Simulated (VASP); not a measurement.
# W7S13 (a cell with a defect) in VASP: a series of runs

The runs below take W7S13 (a cell with a defect) through single point, with PBEsol.

Everything below comes from runs of VASP 6.6.1. Logs are shortened: lines on timing, memory, paths and dates and some standing lists are left out, and cuts for length are marked.

**1. The cell of the first run**

The cell holds a defect, 20 atoms: a = 7.981 Å, b = 7.981 Å, c = 7.981 Å, α = 62.89°, β = 62.89°, γ = 62.89°.

**2. Single point, PBEsol (atoms taken out, then relaxed in part)**

The input, INCAR:

```
PREC     = Accurate       # precision mode
ENCUT    = 520            # plane-wave cutoff, eV
EDIFF    = 1E-6           # SCF threshold, eV
ISMEAR   = 0              # smearing method
SIGMA    = 0.05           # smearing width, eV
LREAL    = Auto         
LASPH    = T              # aspherical terms in the spheres
NELM     = 100            # most SCF steps
ALGO     = Normal         # electronic algorithm
ISIF     = 2              # what is computed and relaxed
LWAVE    = F              # write WAVECAR
LCHARG   = F              # write CHGCAR
GGA      = PS             # functional
NBANDS   = 104            # bands
NELECT   = 174.0
```

The input, KPOINTS:

```
Automatic mesh
0
Gamma
  3 3 3
```

The input, POSCAR:

```
W7S13
1.0
    4.7214102091      0.9086358184      6.3704647762
   -3.1476068061      3.6345432736      6.3704647762
   -1.5738034030     -4.5431790920      6.3704647762
W S
7 13
Direct
    0.9968607022      0.9968607022      0.9968607022
    0.2871744622      0.1384659021      0.5702106598
    0.1384659021      0.5702106598      0.2871744622
    0.4364054568      0.7129692119      0.8529556106
    0.5702106598      0.2871744622      0.1384659021
    0.8529556106      0.4364054568      0.7129692119
    0.7129692119      0.8529556106      0.4364054568
    0.7503829778      0.7503829778      0.7503829778
    0.0297882137      0.8927279144      0.3181249422
    0.8927279144      0.3181249422      0.0297882137
    0.1745717992      0.4603667443      0.6072589195
    0.3181249422      0.0297882137      0.8927279144
    0.6072589195      0.1745717992      0.4603667443
    0.4603667443      0.6072589195      0.1745717992
    0.8628579618      0.7250335038      0.1648609245
    0.7250335038      0.1648609245      0.8628579618
    0.0064315862      0.3024112927      0.4452327315
    0.1648609245      0.8628579618      0.7250335038
    0.4452327315      0.0064315862      0.3024112927
    0.3024112927      0.4452327315      0.0064315862
```

Potentials or basis: VASP PAW PBE potentials, release 64 (W_sv, S).

Started as:

```sh
$ cat potpaw_PBE.64/W_sv/POTCAR potpaw_PBE.64/S/POTCAR > POTCAR
$ mpirun -np 1 vasp_std > vasp.out
```

OUTCAR:

```text
PREC = Accurate
   ENCUT = 520
   EDIFF = 1E-6
   ISMEAR = 0
   LREAL = Auto
   LASPH = T
   NELM = 100
   ISIF = 2
   GGA = PS
   NELECT = 174.0

 ion  position               nearest neighbor table
   1  0.997  0.997  0.997-  18 2.41  16 2.41  15 2.41  12 2.41  10 2.41   9 2.41   5 3.15   2 3.15
                             3 3.15   4 3.20   7 3.20   6 3.20
   2  0.287  0.138  0.570-  19 2.38  18 2.39  13 2.40  12 2.41  11 2.42  17 2.43   7 3.12   4 3.13
                             1 3.15   5 3.16   3 3.16   6 3.21
   3  0.138  0.570  0.287-  17 2.38  15 2.39  11 2.40   9 2.41  14 2.42  20 2.43   6 3.12   7 3.13
                             1 3.15   5 3.16   2 3.16   4 3.21
   4  0.436  0.713  0.853-   8 2.37  14 2.38  12 2.38  18 2.39  20 2.39   6 3.06   7 3.06   5 3.12
                             2 3.13   1 3.20   3 3.21
   5  0.570  0.287  0.138-  20 2.38  16 2.39  14 2.40  10 2.41  13 2.42  19 2.43   4 3.12   6 3.13
                             1 3.15   3 3.16   2 3.16   7 3.21
   6  0.853  0.436  0.713-   8 2.37  11 2.38  10 2.38  16 2.39  17 2.39   4 3.06   7 3.06   3 3.12
                             5 3.13   1 3.20   2 3.21
   7  0.713  0.853  0.436-   8 2.37  13 2.38   9 2.38  15 2.39  19 2.39   4 3.06   6 3.06   2 3.12
                             3 3.13   1 3.20   5 3.21
   8  0.750  0.750  0.750-   4 2.37   6 2.37   7 2.37
   9  0.030  0.893  0.318-   7 2.38   3 2.41   1 2.41
  10  0.893  0.318  0.030-   6 2.38   5 2.41   1 2.41
  11  0.175  0.460  0.607-   6 2.38   3 2.40   2 2.42
  12  0.318  0.030  0.893-   4 2.38   2 2.41   1 2.41
  13  0.607  0.175  0.460-   7 2.38   2 2.40   5 2.42
  14  0.460  0.607  0.175-   4 2.38   5 2.40   3 2.42
  15  0.863  0.725  0.165-   3 2.39   7 2.39   1 2.41
  16  0.725  0.165  0.863-   5 2.39   6 2.39   1 2.41
  17  0.006  0.302  0.445-   3 2.38   6 2.39   2 2.43
  18  0.165  0.863  0.725-   2 2.39   4 2.39   1 2.41
  19  0.445  0.006  0.302-   2 2.38   7 2.39   5 2.43
  20  0.302  0.445  0.006-   5 2.38   4 2.39   3 2.43

  LATTYP: Found a trigonal (rhomboedric) cell.
 ALAT       =     7.9812376783
 COS(alpha) =     0.4556371144

  Lattice vectors:

 A1 = (   4.7214102091,   0.9086358184,   6.3704647762)
 A2 = (  -3.1476068061,   3.6345432736,   6.3704647762)
 A3 = (  -1.5738034030,  -4.5431790920,   6.3704647762)

Analysis of symmetry for initial positions (statically):
=====================================================================
 Subroutine PRICEL returns:
 Original cell was already a primitive cell.

 Routine SETGRP: Setting up the symmetry group for a
 trigonal (rhombohedral) supercell.

 Subroutine GETGRP returns: Found  3 space group operations
 (whereof  3 operations were pure point group operations)
 out of a pool of 12 trial point group operations.

The static configuration has the point symmetry C_3 .

Analysis of symmetry for dynamics (positions and initial velocities):
=====================================================================
 Subroutine PRICEL returns:
 Original cell was already a primitive cell.

 Routine SETGRP: Setting up the symmetry group for a
 trigonal (rhombohedral) supercell.

 Subroutine GETGRP returns: Found  3 space group operations
 (whereof  3 operations were pure point group operations)
 out of a pool of 12 trial point group operations.

The dynamic configuration has the point symmetry C_3 .

 Subroutine INISYM returns: Found  3 space group operations
 (whereof  3 operations are pure point group operations),
 and found     1 'primitive' translations

----------------------------------------------------------------------------------------

                                     Primitive cell

  volume of cell :     382.6139

  direct lattice vectors                    reciprocal lattice vectors
     4.721410209  0.908635818  6.370464776     0.136157867  0.026203594  0.052324806
    -3.147606806  3.634543274  6.370464776    -0.090771911  0.104814375  0.052324806
    -1.573803403 -4.543179092  6.370464776    -0.045385956 -0.131017969  0.052324806

  length of vectors
     7.981237678  7.981237678  7.981237678     0.148200804  0.148200804  0.148200804

  position of ions in fractional coordinates (direct lattice)
     0.996860702  0.996860702  0.996860702
     0.287174462  0.138465902  0.570210660
     0.138465902  0.570210660  0.287174462
     0.436405457  0.712969212  0.852955611
     0.570210660  0.287174462  0.138465902
     0.852955611  0.436405457  0.712969212
[... 12 lines left out ...]
     0.445232731  0.006431586  0.302411293
     0.302411293  0.445232731  0.006431586

  ion indices of the primitive-cell ions
   primitive index   ion index
                 1           1
                 2           2
                 3           3
                 4           4
                 5           5
                 6           6
[... 12 lines left out ...]
                19          19
                20          20

----------------------------------------------------------------------------------------

 KPOINTS: Automatic mesh

Automatic generation of k-mesh.
 Grid dimensions read from file:
 generate k-points for:    3    3    3

 Generating k-lattice:

  Cartesian coordinates                     Fractional coordinates (reciprocal lattice)
     0.045385956  0.008734531  0.017441602     0.333333333  0.000000000 -0.000000000
    -0.030257304  0.034938125  0.017441602    -0.000000000  0.333333333  0.000000000
    -0.015128652 -0.043672656  0.017441602    -0.000000000 -0.000000000  0.333333333

  Length of vectors
     0.049400268  0.049400268  0.049400268

  Shift w.r.t. Gamma in fractional coordinates (k-lattice)
     0.000000000  0.000000000  0.000000000

 Subroutine IBZKPT returns following result:
 ===========================================

 Found      6 irreducible k-points:

 Following reciprocal coordinates:
            Coordinates               Weight
  0.000000  0.000000  0.000000      1.000000
  0.333333  0.000000  0.000000      6.000000
  0.333333  0.333333  0.000000      6.000000
 -0.333333  0.333333 -0.000000      6.000000
  0.333333  0.333333  0.333333      2.000000
 -0.333333  0.333333  0.333333      6.000000
   k-points           NKPTS =      6   k-points in BZ     NKDIM =      6   number of bands    NBANDS=    104
   number of dos      NEDOS =    301   number of ions     NIONS =     20
   total plane-waves  NPLWV = 216000
   dimension x,y,z NGX =    60 NGY =   60 NGZ =   60
   dimension x,y,z NGXF=   120 NGYF=  120 NGZF=  120
   ions per type =               7  13
   NGX,Y,Z   is equivalent  to a cutoff of  12.50, 12.50, 12.50 a.u.
   NGXF,Y,Z  is equivalent  to a cutoff of  25.00, 25.00, 25.00 a.u.
 SYSTEM =  unknown system
   PREC   = accura    normal or accurate (medium, high low for compatibility)
   ISTART =      0    job   : 0-new  1-cont  2-samecut
   ICHARG =      2    charge: 1-file 2-atom 10-const
   ISPIN  =      1    spin polarized calculation?
   LNONCOLLINEAR =      F non collinear calculations
   LSORBIT =      F    spin-orbit coupling
   LASPH  =      T    aspherical Exc in radial PAW
   ENCUT  =  520.0 eV  38.22 Ry    6.18 a.u.  14.84 14.84 14.84*2*pi/ulx,y,z
   NELM   =    100;   NELMIN=  2; NELMDL= -5     # of ELM steps
   EDIFF  = 0.1E-05   stopping-criterion for ELM
   LREAL  =      T    real-space projection
   EDIFFG = 0.1E-04   stopping-criterion for IOM
   NSW    =      0    number of steps for IOM
   IBRION =     -1    ionic relax: 0-MD 1-quasi-New 2-CG
   NFREE  =      0    steps in history (QN), initial steepest desc. (CG)
   ISIF   =      2    stress and relaxation
   ISYM   =      2    0-nonsym 1-usesym 2-fastsym
   POTIM  = 0.5000    time-step for ionic-motion
   TEBEG  =    0.0;   TEEND  =   0.0 temperature during run
   PSTRESS=    0.0 pullay stress
   NELECT =     174.0000    total number of electrons
   NUPDOWN=      -1.0000    fix difference up-down
   EMIN   =  10.00;   EMAX   =-10.00  energy-range for DOS
   EFERMI =   0.00;   METHOD = LEGACY
   ISMEAR =     0;   SIGMA  =   0.05  broadening in eV -4-tet -1-fermi 0-gaus
   EFERMI_NEDOS =   21; number of points for ismear=-14 and -15
   IALGO  =     38    algorithm
   IMIX   =      4    mixing-type and parameters
     AMIX     =   0.40;   BMIX     =  1.00
     AMIX_MAG =   1.60;   BMIX_MAG =  1.00
  volume/ion in A,a.u.               =      19.13       129.10
  Fermi-wavevector in a.u.,A,eV,Ry     =   1.258938  2.379048 21.564211  1.584925
  Thomas-Fermi vector in A             =   2.392523
   LORBIT       =      0    0 simple, 1 ext, 2 COOP (PROOUT), +10 PAW based schemes
   GGA     = PS    functional components
   LHFCALC =     F    Hartree Fock is set to
   AEXX    =    0.0000 exact exchange contribution
   IVDW    =     0    specifies the selected vdW correction
   LEPSILON=     F    determine dielectric tensor
   LRPA    =     F    only Hartree local field effects (RPA)
 non-spin polarized calculation
 Gauss-broadening in eV      SIGMA  =   0.05
  energy-cutoff  :      520.00
  volume of cell :      382.61
 maximum number of plane-waves:     10341
   NGX = 29   NGY = 29   NGZ = 29

 number of electron     173.9999989 magnetization

 Free energy of the ion-electron system (eV)
  ---------------------------------------------------
  ext. energy  EPLUGINS =         0.00000000
  ---------------------------------------------------
  free energy    TOTEN  =      -181.15074791 eV

  energy without entropy =     -181.14739889  energy(sigma->0) =     -181.14907340

 E-fermi :   5.6023     XC(G=0): -10.5554

 val. band max:        5.5444100448   @ k =  -0.3333   0.3333  -0.0000
 cond. band min:       5.6611401595   @ k =   0.3333   0.0000   0.0000
 fundamental gap:      0.1167301147
 Fermi energy:         5.6023279511

 k-point     1 :       0.0000    0.0000    0.0000
  band No.  band energies     occupation
      1     -68.2800      2.00000
      2     -68.2388      2.00000
      3     -68.2309      2.00000
      4     -68.2309      2.00000
      5     -68.2071      2.00000
      6     -68.1985      2.00000
[... 91 lines left out ...]
     98       8.9218      0.00000
     99       8.9218      0.00000

 k-point     2 :       0.3333    0.0000    0.0000
  band No.  band energies     occupation
      1     -68.2799      2.00000
      2     -68.2383      2.00000
      3     -68.2315      2.00000
      4     -68.2309      2.00000
      5     -68.2077      2.00000
      6     -68.1983      2.00000
[... 499 lines left out ...]
     98       8.7107      0.00000
     99       8.7433      0.00000
 [bands above 99 left out]

------------------------ aborting loop because EDIFF is reached ----------------------------------------

  FORCE on cell =-STRESS in cart. coord.  units (eV):
  Direction    XX          YY          ZZ          XY          YZ          ZX
  --------------------------------------------------------------------------------------
  -------------------------------------------------------------------------------------
  Total      -26.8710242    -26.8710242    -25.6930863      0.0000000     -0.0000000      0.0000000
  in kB     -112.5211236   -112.5211236   -107.5885653      0.0000001     -0.0000000      0.0000000
  external PRESSURE =    -110.8769375 kB  Pullay stress =       0.0000000 kB

 VOLUME and BASIS-vectors are now :
 -----------------------------------------------------------------------------
  energy-cutoff  :      520.00
  volume of cell :      382.61
      direct lattice vectors                 reciprocal lattice vectors
     4.721410209  0.908635818  6.370464776     0.136157867  0.026203594  0.052324806
    -3.147606806  3.634543274  6.370464776    -0.090771911  0.104814375  0.052324806
    -1.573803403 -4.543179092  6.370464776    -0.045385956 -0.131017969  0.052324806

 POSITION                                       TOTAL-FORCE (eV/Angst)
 -----------------------------------------------------------------------------------
     -0.00000      0.00000     19.05140        -0.000000     -0.000000      0.002784
      0.02263     -1.82637      6.34403         0.001000      0.001387      0.003315
     -1.59300      0.89359      6.34403         0.000701     -0.001559      0.003315
     -1.52608     -0.88728     12.75577         0.005545      0.002535     -0.001278
      1.57037      0.93279      6.34403        -0.001701      0.000173      0.003315
      1.53145     -0.87799     12.75577        -0.004968      0.003535     -0.001278
[... 12 lines left out ...]
      1.60595     -0.94598      4.80381        -0.000527      0.000795     -0.019445
      0.01627      1.86378      4.80381        -0.000425     -0.000854     -0.019445
 -----------------------------------------------------------------------------------
    total drift:                               -0.000000     -0.000000      0.008619

  FREE ENERGIE OF THE ION-ELECTRON SYSTEM (eV)
  ---------------------------------------------------
  free  energy   TOTEN  =      -181.1507479116 eV

  energy  without entropy=     -181.1473988907  energy(sigma->0) =     -181.14907340
```

It took 14 min on 1 thread of Intel Xeon 8259CL, shared host; peak memory 0.55 GiB.

What came out:

* Free energy: -181.1507 eV
* Largest force: 0.024 eV/Å

Forces in eV/Å, atoms in the order of the input:
```
W    0.000  0.000  0.003
W    0.001  0.001  0.003
W    0.001 -0.002  0.003
W    0.006  0.003 -0.001
W   -0.002  0.000  0.003
W   -0.005  0.004 -0.001
W   -0.001 -0.006 -0.001
S    0.000  0.000  0.024
S    0.000 -0.001  0.015
S   -0.001  0.000  0.015
S   -0.001  0.002  0.013
S    0.001  0.001  0.015
S   -0.001 -0.002  0.013
S    0.002  0.000  0.013
S    0.001  0.001 -0.019
S    0.001 -0.002 -0.019
S    0.001  0.000 -0.019
S   -0.002  0.000 -0.019
S   -0.001  0.001 -0.019
S    0.000 -0.001 -0.019
```

Caveat: the cell carries a net charge on a neutralising background, which shifts energy and pressure; the cell differs from its parent crystal (atoms taken out, then relaxed in part); the cell is charged against a uniform background, so pressure and absolute levels hang on convention; the PAW data sets were made with another functional, which shifts forces and pressure a little; spin-orbit coupling is left out, which moves the levels of the heavy elements.

**3. Single point, PBEsol (atoms taken out, then relaxed in part)**

The input, INCAR:

```
SYSTEM = W7S13
PREC = Accurate
ENCUT = 520
EDIFF = 1E-7
ISMEAR = 0
SIGMA = 0.05
LREAL = Auto
LASPH = .True.
NELM = 80
ALGO = Normal
ISIF = 2
LWAVE = .False.
LCHARG = .False.
GGA = PS
NELECT = 174.0
NBANDS = 104
```

The input, KPOINTS:

```
regular mesh
0
Gamma
  3 3 3
  0 0 0
```

The input, POSCAR:

```
W7S13
1.0
    4.7214102091      0.9086358184      6.3704647762
   -3.1476068061      3.6345432736      6.3704647762
   -1.5738034030     -4.5431790920      6.3704647762
W S
7 13
Direct
    0.9927648240      0.9927648240      0.9927648240
    0.2830732286      0.1343547509      0.5661273537
    0.1343547509      0.5661273537      0.2830732286
    0.4322694474      0.7089088028      0.8488665901
    0.5661273537      0.2830732286      0.1343547509
    0.8488665901      0.4322694474      0.7089088028
    0.7089088028      0.8488665901      0.4322694474
    0.7462750179      0.7462750179      0.7462750179
    0.0257067664      0.8886596600      0.3140010786
    0.8886596600      0.3140010786      0.0257067664
    0.1704931075      0.4562512727      0.6031441119
    0.3140010786      0.0257067664      0.8886596600
    0.6031441119      0.1704931075      0.4562512727
    0.4562512727      0.6031441119      0.1704931075
    0.8587473643      0.7209584746      0.1607233433
    0.7209584746      0.1607233433      0.8587473643
    0.0023161373      0.2983409534      0.4411319576
    0.1607233433      0.8587473643      0.7209584746
    0.4411319576      0.0023161373      0.2983409534
    0.2983409534      0.4411319576      0.0023161373
```

Potentials or basis: VASP PAW PBE potentials, release 64 (W_sv, S).

Started as:

```sh
$ cat potpaw_PBE.64/W_sv/POTCAR potpaw_PBE.64/S/POTCAR > POTCAR
$ mpirun -np 1 vasp_std > vasp.out
```

Wall time 14 min (1 thread of Intel Xeon 8259CL, shared host); peak memory 0.55 GiB.

The run converged. Its results:

- Free energy: -181.1507 eV
- Largest force: 0.023 eV/Å

Forces on the atoms (eV/Å):
```
W    0.000  0.000  0.006
W   -0.001  0.002  0.000
W    0.003  0.000  0.000
W    0.009  0.000 -0.001
W   -0.001 -0.002  0.000
W   -0.005  0.008 -0.001
W   -0.004 -0.008 -0.001
S    0.000  0.000  0.023
S    0.001 -0.005  0.012
S   -0.004  0.002  0.012
S   -0.003  0.000  0.016
S    0.004  0.003  0.012
S    0.001 -0.003  0.016
S    0.002  0.003  0.016
S    0.002 -0.003 -0.018
S   -0.004  0.000 -0.018
S    0.003  0.000 -0.019
S    0.002  0.003 -0.018
S   -0.001  0.003 -0.019
S   -0.002 -0.003 -0.019
```

Levels at points of the mesh, in eV from the Fermi level:
```csv
k point,band 83,band 84,band 85,band 86,band 87,band 88,band 89,band 90,band 91,band 92
"(0.00, 0.00, 0.00)",-0.68,-0.63,-0.59,-0.59,-0.31,0.17,1.73,1.73,2.61,2.80
```

Caveat: the cell carries a net charge on a neutralising background, which shifts energy and pressure; the cell differs from its parent crystal (atoms taken out, then relaxed in part); the cell is charged against a uniform background, so pressure and absolute levels hang on convention; the PAW data sets were made with another functional, which shifts forces and pressure a little; spin-orbit coupling is left out, which moves the levels of the heavy elements.
